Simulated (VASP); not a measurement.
# Eu (Im-3m) in VASP: further runs

The runs below take Eu through single point, with r2SCAN.

Program: VASP 6.6.1. These are calculated values, not measurements. Logs are shortened: lines on timing, memory, paths and dates and some standing lists are left out, and cuts for length are marked.

## 1. The cell of the first run

Symmetry: Im-3m, No. 229, cubic system. The conventional cell has a = 4.455 Å, b = 4.455 Å, c = 4.455 Å, α = 90.00°, β = 90.00°, γ = 90.00°. Eu (site symmetry m-3m) has 14 Eu at 3.86 to 4.45 Å within 5.1 Å.

## 2. Single point, r2SCAN, collinear spin, ferromagnetic start

POSCAR

```
Eu
1.0
   -2.2274745855      2.2274745855      2.2274745855
    2.2274745855     -2.2274745855      2.2274745855
    2.2274745855      2.2274745855     -2.2274745855
Eu
1
Direct
    0.0000000000      0.0000000000      0.0000000000
```

INCAR.step1

```
ALGO = Normal
EDIFF = 1E-4
ENCUT = 520
GGA = PE
ISMEAR = 1
ISPIN = 2
LASPH = True
LCHARG = False
LMAXMIX = 6
LREAL = False
LWAVE = True
MAGMOM = 7.31
NBANDS = 18
NELM = 150
PREC = Accurate
SIGMA = 0.1
```

INCAR.step2

```
ALGO = Normal
EDIFF = 1E-7
ENCUT = 520
ISIF = 2
ISMEAR = 1
ISPIN = 2
ISTART = 1
LASPH = True
LCHARG = False
LMAXMIX = 6
LMIXTAU = True
LORBIT = 11
LREAL = False
LWAVE = False
MAGMOM = 7.31
METAGGA = R2SCAN
NBANDS = 18
NELM = 150
PREC = Accurate
SIGMA = 0.1
```

KPOINTS

```
k-points
0
Gamma
  10 10 10
```

Potentials or basis: VASP PAW PBE potentials, release 64 (Eu).

The run is started by

```sh
> cat potpaw_PBE.64/Eu/POTCAR > POTCAR
> cp INCAR.step1 INCAR
> mpirun -np 1 vasp_std > vasp.out
> cp INCAR.step2 INCAR
> mpirun -np 1 vasp_std > vasp.out
```

OUTCAR:

```text
EDIFF = 1E-7
   ENCUT = 520
   ISIF = 2
   ISMEAR = 1
   ISPIN = 2
   ISTART = 1
   LASPH = True
   LORBIT = 11
   LREAL = False
   METAGGA = R2SCAN
   NELM = 150
   PREC = Accurate

 ion  position               nearest neighbor table
   1  0.000  0.000  0.000-

  LATTYP: Found a body centered cubic cell.
 ALAT       =     4.4549491710

  Lattice vectors:

 A1 = (  -2.2274745855,   2.2274745855,   2.2274745855)
 A2 = (   2.2274745855,  -2.2274745855,   2.2274745855)
 A3 = (   2.2274745855,   2.2274745855,  -2.2274745855)

Analysis of symmetry for initial positions (statically):
=====================================================================
 Subroutine PRICEL returns:
 Original cell was already a primitive cell.

 Routine SETGRP: Setting up the symmetry group for a
 body centered cubic supercell.

 Subroutine GETGRP returns: Found 48 space group operations
 (whereof 48 operations were pure point group operations)
 out of a pool of 48 trial point group operations.

The static configuration has the point symmetry O_h .

Analysis of symmetry for dynamics (positions and initial velocities):
=====================================================================
 Subroutine PRICEL returns:
 Original cell was already a primitive cell.

 Routine SETGRP: Setting up the symmetry group for a
 body centered cubic supercell.

 Subroutine GETGRP returns: Found 48 space group operations
 (whereof 48 operations were pure point group operations)
 out of a pool of 48 trial point group operations.

The dynamic configuration has the point symmetry O_h .

Analysis of structural, dynamic, and magnetic symmetry:
=====================================================================
 Subroutine PRICEL returns:
 Original cell was already a primitive cell.

 Routine SETGRP: Setting up the symmetry group for a
 body centered cubic supercell.

 Subroutine GETGRP returns: Found 48 space group operations
 (whereof 48 operations were pure point group operations)
 out of a pool of 48 trial point group operations.

The overall configuration has the point symmetry O_h .

 Subroutine INISYM returns: Found 48 space group operations
 (whereof 48 operations are pure point group operations),
 and found     1 'primitive' translations

----------------------------------------------------------------------------------------

                                     Primitive cell

  volume of cell :      44.2077

  direct lattice vectors                    reciprocal lattice vectors
    -2.227474585  2.227474585  2.227474585     0.000000000  0.224469452  0.224469452
     2.227474585 -2.227474585  2.227474585     0.224469452  0.000000000  0.224469452
     2.227474585  2.227474585 -2.227474585     0.224469452  0.224469452  0.000000000

  length of vectors
     3.858099155  3.858099155  3.858099155     0.317447744  0.317447744  0.317447744

  position of ions in fractional coordinates (direct lattice)
     0.000000000  0.000000000  0.000000000

  ion indices of the primitive-cell ions
   primitive index   ion index
                 1           1

----------------------------------------------------------------------------------------

 KPOINTS: k-points

Automatic generation of k-mesh.
 Grid dimensions read from file:
 generate k-points for:   10   10   10

 Generating k-lattice:

  Cartesian coordinates                     Fractional coordinates (reciprocal lattice)
     0.000000000  0.022446945  0.022446945     0.100000000  0.000000000  0.000000000
     0.022446945  0.000000000  0.022446945     0.000000000  0.100000000  0.000000000
     0.022446945  0.022446945  0.000000000     0.000000000  0.000000000  0.100000000

  Length of vectors
     0.031744774  0.031744774  0.031744774

  Shift w.r.t. Gamma in fractional coordinates (k-lattice)
     0.000000000  0.000000000  0.000000000

 Subroutine IBZKPT returns following result:
 ===========================================

 Found     47 irreducible k-points:

 Following reciprocal coordinates:
            Coordinates               Weight
  0.000000  0.000000  0.000000      1.000000
  0.100000  0.000000  0.000000     12.000000
  0.200000  0.000000  0.000000     12.000000
  0.300000  0.000000  0.000000     12.000000
  0.400000  0.000000  0.000000     12.000000
  0.500000  0.000000  0.000000      6.000000
[... 16 lines left out ...]
  0.300000  0.300000  0.100000      8.000000
 -0.300000  0.300000  0.100000     24.000000
 [... further k-points ...]
   k-points           NKPTS =     47   k-points in BZ     NKDIM =     47   number of bands    NBANDS=     18
   number of dos      NEDOS =    301   number of ions     NIONS =      1
   total plane-waves  NPLWV =  27000
   dimension x,y,z NGX =    30 NGY =   30 NGZ =   30
   dimension x,y,z NGXF=    60 NGYF=   60 NGZF=   60
   ions per type =               1
   NGX,Y,Z   is equivalent  to a cutoff of  12.93, 12.93, 12.93 a.u.
   NGXF,Y,Z  is equivalent  to a cutoff of  25.85, 25.85, 25.85 a.u.
 SYSTEM =  unknown system
   PREC   = accura    normal or accurate (medium, high low for compatibility)
   ISTART =      1    job   : 0-new  1-cont  2-samecut
   ICHARG =      0    charge: 1-file 2-atom 10-const
   ISPIN  =      2    spin polarized calculation?
   LNONCOLLINEAR =      F non collinear calculations
   LSORBIT =      F    spin-orbit coupling
   LASPH  =      T    aspherical Exc in radial PAW
   ENCUT  =  520.0 eV  38.22 Ry    6.18 a.u.   7.17  7.17  7.17*2*pi/ulx,y,z
   NELM   =    150;   NELMIN=  2; NELMDL=  0     # of ELM steps
   EDIFF  = 0.1E-06   stopping-criterion for ELM
   LREAL  =      F    real-space projection
   EDIFFG = 0.1E-05   stopping-criterion for IOM
   NSW    =      0    number of steps for IOM
   IBRION =     -1    ionic relax: 0-MD 1-quasi-New 2-CG
   NFREE  =      0    steps in history (QN), initial steepest desc. (CG)
   ISIF   =      2    stress and relaxation
   ISYM   =      2    0-nonsym 1-usesym 2-fastsym
   POTIM  = 0.5000    time-step for ionic-motion
   TEBEG  =    0.0;   TEEND  =   0.0 temperature during run
   PSTRESS=    0.0 pullay stress
   NELECT =      17.0000    total number of electrons
   NUPDOWN=      -1.0000    fix difference up-down
   EMIN   =  10.00;   EMAX   =-10.00  energy-range for DOS
   EFERMI =   0.00;   METHOD = LEGACY
   ISMEAR =     1;   SIGMA  =   0.10  broadening in eV -4-tet -1-fermi 0-gaus
   EFERMI_NEDOS =   21; number of points for ismear=-14 and -15
   IALGO  =     38    algorithm
   IMIX   =      4    mixing-type and parameters
     AMIX     =   0.40;   BMIX     =  1.00
     AMIX_MAG =   1.60;   BMIX_MAG =  1.00
  volume/ion in A,a.u.               =      44.21       298.33
  Fermi-wavevector in a.u.,A,eV,Ry     =   1.190488  2.249696 19.283018  1.417262
  Thomas-Fermi vector in A             =   2.326572
   LORBIT       =     11    0 simple, 1 ext, 2 COOP (PROOUT), +10 PAW based schemes
   METAGGA = R2SCAN    functional components
   LHFCALC =     F    Hartree Fock is set to
   AEXX    =    0.0000 exact exchange contribution
   IVDW    =     0    specifies the selected vdW correction
   LEPSILON=     F    determine dielectric tensor
   LRPA    =     F    only Hartree local field effects (RPA)
 spin polarized calculation
 Methfessel and Paxton  Order N= 1 SIGMA  =   0.10
  energy-cutoff  :      520.00
  volume of cell :       44.21
 maximum number of plane-waves:      1205
 NGX is ok and might be reduce to    30
   NGX = 15   NGY = 15   NGZ = 15

 number of electron      16.9999996 magnetization       7.6384993

 Free energy of the ion-electron system (eV)
  ---------------------------------------------------
  ext. energy  EPLUGINS =         0.00000000
  ---------------------------------------------------
  free energy    TOTEN  =       -39.65937919 eV

  energy without entropy =      -39.65927151  energy(sigma->0) =      -39.65934329

 E-fermi :   1.9526     XC(G=0):  -9.0923

 val. band max:        1.9406560990   @ k =   0.3000   0.2000   0.1000
 cond. band min:       1.9596364088   @ k =  -0.4000   0.5000   0.1000
 fundamental gap:      0.0189803098
 Fermi energy:         1.9526177947

 spin component 1

 k-point     1 :       0.0000    0.0000    0.0000
  band No.  band energies     occupation
      1     -41.2332      1.00000
      2     -19.2177      1.00000
      3     -19.2177      1.00000
      4     -19.2177      1.00000
      5      -2.8359      1.00000
      6       1.3279      1.00000
[... 10 lines left out ...]
     17       5.4657      0.00000
     18      11.4285      0.00000

 k-point     2 :       0.1000    0.0000    0.0000
  band No.  band energies     occupation
      1     -41.2304      1.00000
      2     -19.2564      1.00000
      3     -19.2295      1.00000
      4     -19.2179      1.00000
      5      -2.6072      1.00000
      6       1.3256      1.00000
[... 10 lines left out ...]
     17       5.4765      0.00000
     18      11.6305      0.00000
[... 442 lines left out ...]
 k-point    24 :      -0.3000    0.3000    0.1000
  band No.  band energies     occupation
      1     -41.2116      1.00000
      2     -19.4695      1.00000
      3     -19.3113      1.00000
      4     -19.2477      1.00000
      5      -0.8845      1.00000
      6       1.2796      1.00000
[... 10 lines left out ...]
     17       6.0900      0.00000
     18      10.2754      0.00000

 [... further k-points ...]

 spin component 2

 k-point     1 :       0.0000    0.0000    0.0000
  band No.  band energies     occupation
      1     -37.4819      1.00000
      2     -16.5041      1.00000
      3     -16.5041      1.00000
      4     -16.5041      1.00000
      5      -1.3529      1.00000
      6       5.1563      0.00000
[... 10 lines left out ...]
     17       8.0642      0.00000
     18      13.0709      0.00000

 k-point     2 :       0.1000    0.0000    0.0000
  band No.  band energies     occupation
      1     -37.4780      1.00000
      2     -16.5542      1.00000
      3     -16.5196      1.00000
      4     -16.5042      1.00000
      5      -1.1170      1.00000
      6       4.9341      0.00000
[... 10 lines left out ...]
     17       8.0741      0.00000
     18      13.2519      0.00000
[... 442 lines left out ...]
 k-point    24 :      -0.3000    0.3000    0.1000
  band No.  band energies     occupation
      1     -37.4521      1.00000
      2     -16.8274      1.00000
      3     -16.6259      1.00000
      4     -16.5422      1.00000
      5       0.6097      1.00000
      6       3.7735     -0.00000
[... 10 lines left out ...]
     17       8.2827      0.00000
     18      12.0733      0.00000

 [... further k-points ...]

------------------------ aborting loop because EDIFF is reached ----------------------------------------

  FORCE on cell =-STRESS in cart. coord.  units (eV):
  Direction    XX          YY          ZZ          XY          YZ          ZX
  --------------------------------------------------------------------------------------
  -------------------------------------------------------------------------------------
  Total       -0.0956780     -0.0956780     -0.0956780     -0.0000000     -0.0000000      0.0000000
  in kB       -3.4675652     -3.4675652     -3.4675652     -0.0000000     -0.0000000      0.0000000
  external PRESSURE =      -3.4675652 kB  Pullay stress =       0.0000000 kB

 VOLUME and BASIS-vectors are now :
 -----------------------------------------------------------------------------
  energy-cutoff  :      520.00
  volume of cell :       44.21
      direct lattice vectors                 reciprocal lattice vectors
    -2.227474585  2.227474585  2.227474585     0.000000000  0.224469452  0.224469452
     2.227474585 -2.227474585  2.227474585     0.224469452  0.000000000  0.224469452
     2.227474585  2.227474585 -2.227474585     0.224469452  0.224469452  0.000000000

 POSITION                                       TOTAL-FORCE (eV/Angst)
 -----------------------------------------------------------------------------------
      0.00000      0.00000      0.00000        -0.000000     -0.000000     -0.000000
 -----------------------------------------------------------------------------------
    total drift:                                0.000000     -0.000000      0.000000

  FREE ENERGIE OF THE ION-ELECTRON SYSTEM (eV)
  ---------------------------------------------------
  free  energy   TOTEN  =       -39.6593791881 eV

  energy  without entropy=      -39.6592715075  energy(sigma->0) =      -39.65934329

 total charge

# of ion       s       p       d       f       tot
--------------------------------------------------
    1        2.083   5.763   0.262   6.679  14.787

 magnetization (x)

# of ion       s       p       d       f       tot
--------------------------------------------------
    1       -0.012  -0.155   0.171   6.678   6.682
```

It took 8.4 min on 1 thread of AMD EPYC 9755, shared host; peak memory 0.21 GiB.

Results:

```yaml
Free_energy: -39.6594 eV
Pressure: -0.3 GPa
Net_moment: 7.64 μB per cell
Site_moments: Eu +6.68 μB
Valence_electrons_inside_the_program's_atomic_spheres: Eu 14.79
```

Levels at points of the mesh, in eV from the Fermi level:
Spin up:
```
           k point  band 8  band 9  band 10  band 11  band 12  band 13  band 14  band 15  band 16  band 17
(0.00, 0.00, 0.00)   -0.62   -0.53    -0.53    -0.53    -0.51     2.00     2.00     2.00     3.51     3.51
(0.50, 0.00, 0.00)   -0.65   -0.52    -0.52    -0.50    -0.48     0.36     0.53     3.50     4.18     5.82
(0.50, 0.50, 0.50)   -0.64   -0.64    -0.64    -0.44    -0.44    -0.44     4.87     4.87     4.87     5.29
```
Spin down:
```csv
k point,band 3,band 4,band 5,band 6,band 7,band 8
"(0.00, 0.00, 0.00)",-18.46,-18.46,-3.31,3.20,3.20,3.20
"(0.50, 0.00, 0.00)",-18.62,-18.46,-0.58,1.68,1.77,4.99
"(0.50, 0.50, 0.50)",-18.80,-18.80,0.05,0.05,4.98,4.98
```

Caveat: the PAW data sets were made with another functional, which shifts forces and pressure a little; spin-orbit coupling is left out, which moves the levels of the heavy elements. The state reached can hang on the start; a lower one may exist.

## 3. Single point, r2SCAN, collinear spin, ferromagnetic start

POSCAR is that of step 2.

INCAR.step1

```
PREC = Accurate ; ENCUT = 520
ISMEAR = 1 ; SIGMA = 0.2
LREAL = False ; LASPH = True
NELM = 150 ; ISPIN = 2
MAGMOM = 7.31 ; LMAXMIX = 6
NBANDS = 18 ; GGA = PE
ALGO = Normal ; EDIFF = 1E-4
LWAVE = True ; LCHARG = False
```

INCAR.step2

```
PREC = Accurate ; ENCUT = 520
EDIFF = 1E-7 ; ISMEAR = 1
SIGMA = 0.2 ; LREAL = False
LASPH = True ; NELM = 150
ALGO = Normal ; ISIF = 2
LWAVE = False ; LCHARG = True
ISPIN = 2 ; MAGMOM = 7.31
LORBIT = 11 ; LMAXMIX = 6
METAGGA = R2SCAN ; LMIXTAU = True
LELF = True ; LVHAR = True
NBANDS = 18 ; ISTART = 1
```

KPOINTS

```
Automatic mesh
0
Gamma
  10 10 10
```

Potentials or basis: VASP PAW PBE potentials, release 64 (Eu).

The run is started by

```sh
> cat potpaw_PBE.64/Eu/POTCAR > POTCAR
> cp INCAR.step1 INCAR
> mpirun -np 1 vasp_std > vasp.out
> cp INCAR.step2 INCAR
> mpirun -np 1 vasp_std > vasp.out
```

Run time: 9.6 min. Hardware: 1 thread of AMD EPYC 9755, shared host; peak memory 0.21 GiB.

Results (log left out):

```yaml
Free_energy: -39.6594 eV
Pressure: -0.4 GPa
Net_moment: 7.71 μB per cell
Site_moments: Eu +6.70 μB
Valence_electrons_inside_the_program's_atomic_spheres: Eu 14.79
```

Levels at points of the mesh, in eV from the Fermi level:
Spin up:
```
           k point  band 9  band 10  band 11  band 12  band 13  band 14  band 15  band 16
(0.00, 0.00, 0.00)   -0.51    -0.51    -0.51    -0.49     1.99     1.99     1.99     3.50
(0.50, 0.00, 0.00)   -0.51    -0.50    -0.49    -0.47     0.34     0.51     3.49     4.18
(0.50, 0.50, 0.50)   -0.63    -0.63    -0.42    -0.42    -0.42     4.84     4.84     4.84
```
Spin down:
| k point | band 1 | band 2 | band 3 | band 4 | band 5 | band 6 | band 7 | band 8 | band 9 | band 10 |
| --- | --- | --- | --- | --- | --- | --- | --- | --- | --- | --- |
| (0.00, 0.00, 0.00) | -39.41 | -18.44 | -18.44 | -18.44 | -3.24 | 3.21 | 3.21 | 3.21 | 5.13 | 5.13 |
| (0.50, 0.00, 0.00) | -39.37 | -18.93 | -18.60 | -18.44 | -0.54 | 1.70 | 1.83 | 5.01 | 5.18 | 5.65 |
| (0.50, 0.50, 0.50) | -39.34 | -18.78 | -18.78 | -18.78 | 0.10 | 0.10 | 5.01 | 5.01 | 5.01 | 5.59 |

Caveat: the PAW data sets were made with another functional, which shifts forces and pressure a little; spin-orbit coupling is left out, which moves the levels of the heavy elements.

## 4. Single point, r2SCAN, collinear spin, ferromagnetic start

POSCAR is that of step 3.

INCAR.step1

```
SYSTEM = Eu
PREC = Accurate
ENCUT = 520
ISMEAR = 1
SIGMA = 0.3
LREAL = .False.
LASPH = .True.
NELM = 150
ISPIN = 2
MAGMOM = 7.31
LMAXMIX = 6
NBANDS = 18
GGA = PE
ALGO = Normal
EDIFF = 1E-4
LWAVE = .True.
LCHARG = .False.
```

INCAR.step2

```
SYSTEM = Eu
PREC = Accurate
ENCUT = 520
EDIFF = 1E-6
ISMEAR = 1
SIGMA = 0.3
LREAL = .False.
LASPH = .True.
NELM = 150
ALGO = Normal
ISIF = 2
LWAVE = .False.
LCHARG = .False.
ISPIN = 2
MAGMOM = 7.31
LORBIT = 11
LMAXMIX = 6
METAGGA = R2SCAN
LMIXTAU = .True.
NBANDS = 18
ISTART = 1
```

KPOINTS

```
Automatic mesh
0
Gamma
  10 10 10
  0 0 0
```

The run is started by

```sh
> cat potpaw_PBE.64/Eu/POTCAR > POTCAR
> cp INCAR.step1 INCAR
> mpirun -np 1 vasp_std > vasp.out
> cp INCAR.step2 INCAR
> mpirun -np 1 vasp_std > vasp.out
```

It took 15 min on 1 thread of AMD EPYC 9755, shared host; peak memory 0.21 GiB.

It converged, with:

| Quantity | Value |
| --- | --- |
| Free energy | -39.6450 eV |
| Pressure | -0.7 GPa |
| Net moment | 7.90 μB per cell |
| Site moments | Eu +6.75 μB |
| Valence electrons inside the program's atomic spheres | Eu 14.81 |

Levels at points of the mesh, in eV from the Fermi level:
Spin up:
```
           k point  band 9  band 10  band 11  band 12  band 13  band 14  band 15  band 16
(0.00, 0.00, 0.00)   -0.41    -0.41    -0.41    -0.41     1.99     1.99     1.99     3.52
(0.50, 0.00, 0.00)   -0.41    -0.38    -0.34    -0.29     0.31     0.49     3.50     4.20
(0.50, 0.50, 0.50)   -0.53    -0.53    -0.24    -0.24    -0.24     4.78     4.78     4.78
```
Spin down:
```
           k point  band 2  band 3  band 4  band 5  band 6  band 7  band 8  band 9
(0.00, 0.00, 0.00)  -18.34  -18.34  -18.34   -3.02    3.29    3.29    3.29    5.19
(0.50, 0.00, 0.00)  -18.83  -18.50  -18.34   -0.38    1.80    2.04    5.07    5.32
(0.50, 0.50, 0.50)  -18.68  -18.68  -18.68    0.25    0.25    5.16    5.16    5.16
```

Caveat: the PAW data sets were made with another functional, which shifts forces and pressure a little; spin-orbit coupling is left out, which moves the levels of the heavy elements.

(Continued in part 2 of 2.)
